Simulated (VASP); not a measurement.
# AlFe (Pm-3m) in VASP: a series of runs

AlFe is run at these levels: LDA; tasks: single point.

All numbers are computed with VASP 6.6.1; they aren't measurements. Logs are shortened: lines on timing, memory, paths and dates and some standing lists are left out, and cuts for length are marked.

## Step 1: The cell of the first run

Symmetry: Pm-3m, No. 221, cubic system. Conventional cell: a = 2.778 Å, b = 2.778 Å, c = 2.778 Å, α = 90.00°, β = 90.00°, γ = 90.00°. Within 3.2 Å of Al (site symmetry m-3m) lie 8 Fe at 2.41 Å and 6 Al at 2.78 Å. Within 3.2 Å of Fe (site symmetry m-3m) lie 8 Al at 2.41 Å and 6 Fe at 2.78 Å.

## Step 2: Single point, LDA, collinear spin, ferromagnetic start (volume scaled by 0.960)

Input file INCAR:

```
SYSTEM = AlFe
PREC     = Accurate       ! precision mode
ENCUT    = 520            ! plane-wave cutoff, eV
EDIFF    = 1E-6           ! SCF threshold, eV
ISMEAR   = 0              ! smearing method
SIGMA    = 0.05           ! smearing width, eV
LREAL    = .False.        ! projectors in reciprocal space
LASPH    = .True.         ! aspherical terms in the spheres
NELM     = 150            ! most SCF steps
ALGO     = Fast           ! electronic algorithm
ISIF     = 2              ! what is computed and relaxed
LWAVE    = .False.        ! write WAVECAR
LCHARG   = .False.        ! write CHGCAR
ISPIN    = 2              ! spin polarisation
MAGMOM   = 0 0.71         ! initial moments
LORBIT   = 11             ! projections on sites
LMAXMIX  = 4              ! l up to which the mixer works
GGA      = CA             ! functional
NBANDS   = 16             ! bands
```

Input file KPOINTS:

```
Automatic mesh
0
Gamma
  16 16 16
  0 0 0
```

Input file POSCAR:

```
AlFe
1.0
    2.7776100877      0.0000000000      0.0000000000
    0.0000000000      2.7776100877      0.0000000000
    0.0000000000      0.0000000000      2.7776100877
Al Fe
1 1
Direct
    0.0000000000      0.0000000000      0.0000000000
    0.5000000000      0.5000000000      0.5000000000
```

Potentials or basis: VASP PAW LDA potentials, release 64 (Al, Fe).

Run with:

```bash
> cat potpaw_LDA.64/Al/POTCAR potpaw_LDA.64/Fe/POTCAR > POTCAR
> mpirun -np 1 vasp_std > vasp.out
```

OUTCAR:

```text
SYSTEM = AlFe
   PREC = Accurate
   ENCUT = 520
   EDIFF = 1E-6
   ISMEAR = 0
   LREAL = .False.
   LASPH = .True.
   NELM = 150
   ISIF = 2
   ISPIN = 2
   LORBIT = 11
   GGA = CA

 ion  position               nearest neighbor table
   1  0.000  0.000  0.000-   2 2.41   2 2.41   2 2.41   2 2.41   2 2.41   2 2.41   2 2.41   2 2.41

   2  0.500  0.500  0.500-   1 2.41   1 2.41   1 2.41   1 2.41   1 2.41   1 2.41   1 2.41   1 2.41

  LATTYP: Found a simple cubic cell.
 ALAT       =     2.7776100877

  Lattice vectors:

 A1 = (   2.7776100877,   0.0000000000,   0.0000000000)
 A2 = (   0.0000000000,   2.7776100877,   0.0000000000)
 A3 = (   0.0000000000,   0.0000000000,   2.7776100877)

Analysis of symmetry for initial positions (statically):
=====================================================================
 Subroutine PRICEL returns:
 Original cell was already a primitive cell.

 Routine SETGRP: Setting up the symmetry group for a
 simple cubic supercell.

 Subroutine GETGRP returns: Found 48 space group operations
 (whereof 48 operations were pure point group operations)
 out of a pool of 48 trial point group operations.

The static configuration has the point symmetry O_h .

Analysis of symmetry for dynamics (positions and initial velocities):
=====================================================================
 Subroutine PRICEL returns:
 Original cell was already a primitive cell.

 Routine SETGRP: Setting up the symmetry group for a
 simple cubic supercell.

 Subroutine GETGRP returns: Found 48 space group operations
 (whereof 48 operations were pure point group operations)
 out of a pool of 48 trial point group operations.

The dynamic configuration has the point symmetry O_h .

Analysis of structural, dynamic, and magnetic symmetry:
=====================================================================
 Subroutine PRICEL returns:
 Original cell was already a primitive cell.

 Routine SETGRP: Setting up the symmetry group for a
 simple cubic supercell.

 Subroutine GETGRP returns: Found 48 space group operations
 (whereof 48 operations were pure point group operations)
 out of a pool of 48 trial point group operations.

The overall configuration has the point symmetry O_h .

 Subroutine INISYM returns: Found 48 space group operations
 (whereof 48 operations are pure point group operations),
 and found     1 'primitive' translations

----------------------------------------------------------------------------------------

                                     Primitive cell

  volume of cell :      21.4296

  direct lattice vectors                    reciprocal lattice vectors
     2.777610088  0.000000000  0.000000000     0.360021734  0.000000000  0.000000000
     0.000000000  2.777610088  0.000000000     0.000000000  0.360021734  0.000000000
     0.000000000  0.000000000  2.777610088     0.000000000  0.000000000  0.360021734

  length of vectors
     2.777610088  2.777610088  2.777610088     0.360021734  0.360021734  0.360021734

  position of ions in fractional coordinates (direct lattice)
     0.000000000  0.000000000  0.000000000
     0.500000000  0.500000000  0.500000000

  ion indices of the primitive-cell ions
   primitive index   ion index
                 1           1
                 2           2

----------------------------------------------------------------------------------------

 KPOINTS: Automatic mesh

Automatic generation of k-mesh.
 Grid dimensions read from file:
 generate k-points for:   16   16   16

 Generating k-lattice:

  Cartesian coordinates                     Fractional coordinates (reciprocal lattice)
     0.022501358  0.000000000  0.000000000     0.062500000  0.000000000  0.000000000
     0.000000000  0.022501358  0.000000000     0.000000000  0.062500000  0.000000000
     0.000000000  0.000000000  0.022501358     0.000000000  0.000000000  0.062500000

  Length of vectors
     0.022501358  0.022501358  0.022501358

  Shift w.r.t. Gamma in fractional coordinates (k-lattice)
     0.000000000  0.000000000  0.000000000

 Subroutine IBZKPT returns following result:
 ===========================================

 Found    165 irreducible k-points:

 Following reciprocal coordinates:
            Coordinates               Weight
  0.000000  0.000000  0.000000      1.000000
  0.062500  0.000000  0.000000      6.000000
  0.125000  0.000000  0.000000      6.000000
  0.187500  0.000000  0.000000      6.000000
  0.250000  0.000000  0.000000      6.000000
  0.312500  0.000000  0.000000      6.000000
[... 16 lines left out ...]
  0.437500  0.125000  0.000000     24.000000
  0.500000  0.125000  0.000000     12.000000
 [... further k-points ...]
   k-points           NKPTS =    165   k-points in BZ     NKDIM =    165   number of bands    NBANDS=     16
   number of dos      NEDOS =    301   number of ions     NIONS =      2
   total plane-waves  NPLWV =  13824
   dimension x,y,z NGX =    24 NGY =   24 NGZ =   24
   dimension x,y,z NGXF=    48 NGYF=   48 NGZF=   48
   ions per type =               1   1
   NGX,Y,Z   is equivalent  to a cutoff of  14.36, 14.36, 14.36 a.u.
   NGXF,Y,Z  is equivalent  to a cutoff of  28.73, 28.73, 28.73 a.u.
 SYSTEM =  AlFe
   PREC   = accura    normal or accurate (medium, high low for compatibility)
   ISTART =      0    job   : 0-new  1-cont  2-samecut
   ICHARG =      2    charge: 1-file 2-atom 10-const
   ISPIN  =      2    spin polarized calculation?
   LNONCOLLINEAR =      F non collinear calculations
   LSORBIT =      F    spin-orbit coupling
   LASPH  =      T    aspherical Exc in radial PAW
   ENCUT  =  520.0 eV  38.22 Ry    6.18 a.u.   5.16  5.16  5.16*2*pi/ulx,y,z
   NELM   =    150;   NELMIN=  2; NELMDL= -5     # of ELM steps
   EDIFF  = 0.1E-05   stopping-criterion for ELM
   LREAL  =      F    real-space projection
   EDIFFG = 0.1E-04   stopping-criterion for IOM
   NSW    =      0    number of steps for IOM
   IBRION =     -1    ionic relax: 0-MD 1-quasi-New 2-CG
   NFREE  =      0    steps in history (QN), initial steepest desc. (CG)
   ISIF   =      2    stress and relaxation
   ISYM   =      2    0-nonsym 1-usesym 2-fastsym
   POTIM  = 0.5000    time-step for ionic-motion
   TEBEG  =    0.0;   TEEND  =   0.0 temperature during run
   PSTRESS=    0.0 pullay stress
   NELECT =      11.0000    total number of electrons
   NUPDOWN=      -1.0000    fix difference up-down
   EMIN   =  10.00;   EMAX   =-10.00  energy-range for DOS
   EFERMI =   0.00;   METHOD = LEGACY
   ISMEAR =     0;   SIGMA  =   0.05  broadening in eV -4-tet -1-fermi 0-gaus
   EFERMI_NEDOS =   21; number of points for ismear=-14 and -15
   IALGO  =     68    algorithm
   IMIX   =      4    mixing-type and parameters
     AMIX     =   0.40;   BMIX     =  1.00
     AMIX_MAG =   1.60;   BMIX_MAG =  1.00
  volume/ion in A,a.u.               =      10.71        72.31
  Fermi-wavevector in a.u.,A,eV,Ry     =   1.310794  2.477041 23.377271  1.718181
  Thomas-Fermi vector in A             =   2.441300
   LORBIT       =     11    0 simple, 1 ext, 2 COOP (PROOUT), +10 PAW based schemes
   GGA     = CA    functional components
   LHFCALC =     F    Hartree Fock is set to
   AEXX    =    0.0000 exact exchange contribution
   IVDW    =     0    specifies the selected vdW correction
   LEPSILON=     F    determine dielectric tensor
   LRPA    =     F    only Hartree local field effects (RPA)
 spin polarized calculation
 RMM-DIIS sequential band-by-band and
 Gauss-broadening in eV      SIGMA  =   0.05
  energy-cutoff  :      520.00
  volume of cell :       21.43
 maximum number of plane-waves:       595
 NGX is ok and might be reduce to    24
   NGX = 11   NGY = 11   NGZ = 11

 number of electron      11.0000000 magnetization       0.6095976

 Free energy of the ion-electron system (eV)
  ---------------------------------------------------
  ext. energy  EPLUGINS =         0.00000000
  ---------------------------------------------------
  free energy    TOTEN  =       -14.29599003 eV

  energy without entropy =      -14.29304463  energy(sigma->0) =      -14.29451733

 E-fermi :   8.8568     XC(G=0): -12.8723

 val. band max:        8.8533821679   @ k =   0.1250   0.1250   0.0625
 cond. band min:       8.8614157923   @ k =   0.4375   0.0000   0.0000
 fundamental gap:      0.0080336244
 Fermi energy:         8.8567725299

 spin component 1

 k-point     1 :       0.0000    0.0000    0.0000
  band No.  band energies     occupation
      1      -2.0315      1.00000
      2       6.0339      1.00000
      3       6.0339      1.00000
      4       8.7183      0.99995
      5       8.7183      0.99995
      6       8.7183      0.99995
[... 8 lines left out ...]
     15      31.9329      0.00000
     16      33.8440      0.00000
[... 419 lines left out ...]
 k-point    24 :       0.5000    0.1250    0.0000
  band No.  band energies     occupation
      1       2.6504      1.00000
      2       2.8268      1.00000
      3       6.8551      1.00000
      4       7.4866      1.00000
      5       7.6452      1.00000
      6       8.6990      1.00000
[... 8 lines left out ...]
     15      29.7526      0.00000
     16      30.4508      0.00000

 [... further k-points ...]

 spin component 2

 k-point     1 :       0.0000    0.0000    0.0000
  band No.  band energies     occupation
      1      -1.9798      1.00000
      2       6.3649      1.00000
      3       6.3649      1.00000
      4       9.3140      0.00000
      5       9.3140      0.00000
      6       9.3140      0.00000
[... 8 lines left out ...]
     15      32.0093      0.00000
     16      33.8852      0.00000
[... 419 lines left out ...]
 k-point    24 :       0.5000    0.1250    0.0000
  band No.  band energies     occupation
      1       2.6950      1.00000
      2       2.9315      1.00000
      3       7.2363      1.00000
      4       7.9555      1.00000
      5       8.1655      1.00000
      6       9.2926      0.00000
[... 8 lines left out ...]
     15      29.8613      0.00000
     16      30.4890      0.00000

 [... further k-points ...]

------------------------ aborting loop because EDIFF is reached ----------------------------------------

  FORCE on cell =-STRESS in cart. coord.  units (eV):
  Direction    XX          YY          ZZ          XY          YZ          ZX
  --------------------------------------------------------------------------------------
  -------------------------------------------------------------------------------------
  Total        1.2833734      1.2833734      1.2833734     -0.0000000     -0.0000000      0.0000000
  in kB       95.9510614     95.9510614     95.9510614     -0.0000000     -0.0000000      0.0000000
  external PRESSURE =      95.9510614 kB  Pullay stress =       0.0000000 kB

 VOLUME and BASIS-vectors are now :
 -----------------------------------------------------------------------------
  energy-cutoff  :      520.00
  volume of cell :       21.43
      direct lattice vectors                 reciprocal lattice vectors
     2.777610088  0.000000000  0.000000000     0.360021734  0.000000000  0.000000000
     0.000000000  2.777610088  0.000000000     0.000000000  0.360021734  0.000000000
     0.000000000  0.000000000  2.777610088     0.000000000  0.000000000  0.360021734

 POSITION                                       TOTAL-FORCE (eV/Angst)
 -----------------------------------------------------------------------------------
      0.00000      0.00000      0.00000         0.000000      0.000000      0.000000
      1.38881      1.38881      1.38881         0.000000      0.000000      0.000000
 -----------------------------------------------------------------------------------
    total drift:                                0.000000     -0.000000     -0.000000

  FREE ENERGIE OF THE ION-ELECTRON SYSTEM (eV)
  ---------------------------------------------------
  free  energy   TOTEN  =       -14.2959900336 eV

  energy  without entropy=      -14.2930446264  energy(sigma->0) =      -14.29451733

 total charge

# of ion       s       p       d       tot
------------------------------------------
    1        0.421   0.491   0.000   0.912
    2        0.475   0.579   6.621   7.675
--------------------------------------------------
tot          0.896   1.070   6.621   8.587

 magnetization (x)

# of ion       s       p       d       tot
------------------------------------------
    1       -0.005  -0.010   0.000  -0.015
    2       -0.000   0.009   0.611   0.619
--------------------------------------------------
tot         -0.005  -0.001   0.611   0.604
```

Run time: 89 s. Hardware: 1 thread of AMD EPYC 9R45 (Zen 5), shared host; peak memory 0.17 GiB.

What came out:

```yaml
Free_energy: -14.2960 eV
Pressure: 9.6 GPa
Net_moment: 0.61 μB per cell
Site_moments: Al -0.01; Fe +0.62 μB
Valence_electrons_inside_the_program's_atomic_spheres: Al 0.91; Fe 7.67
```

(Part 1 of 2 ends here.)
